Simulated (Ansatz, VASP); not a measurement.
## One calculation of CoSn2, two programs

```
CELL_PARAMETERS angstrom
-3.18250 3.18250 2.72850
3.18250 -3.18250 2.72850
3.18250 3.18250 -2.72850
ATOMIC_POSITIONS crystal
Co 0.25000 0.25000 0.00000
Co 0.75000 0.75000 0.00000
Sn 0.65800 0.15800 0.81600
Sn 0.15800 0.34200 0.50000
Sn 0.34200 0.84200 0.18400
Sn 0.84200 0.65800 0.50000
```

Alike in both runs: task single point; functional PBEsol; k mesh 1 × 1 × 1; occupations gaussian, width 0.1 eV; no spin polarisation.

```csv
,VASP,Ansatz
version,VASP 6.6.1,Ansatz 0.2.0
potentials or method,"VASP PAW PBE potentials, release 64 (Co_sv, Sn_d), cutoff 690 eV","scalar-relativistic, plane waves, PAW"
valence electrons in the cell,90,90
```

|  | VASP | Ansatz | Ansatz less VASP |
| --- | --- | --- | --- |
| pressure (GPa) | 2.7 | 2.7 | +0.08 |
| traceless stress, the component that is largest in VASP (GPa) | 11.17 | 10.86 | -0.307 |
| rms of the force components (eV/Å) | 0.402 | 0.375 | -0.0270 |

VASP's potentials were made for PBE, not for PBEsol. Atom by atom the forces differ by 0.027 eV/Å (rms over components).

The k mesh is coarse, so the values compare programs but aren't converged.
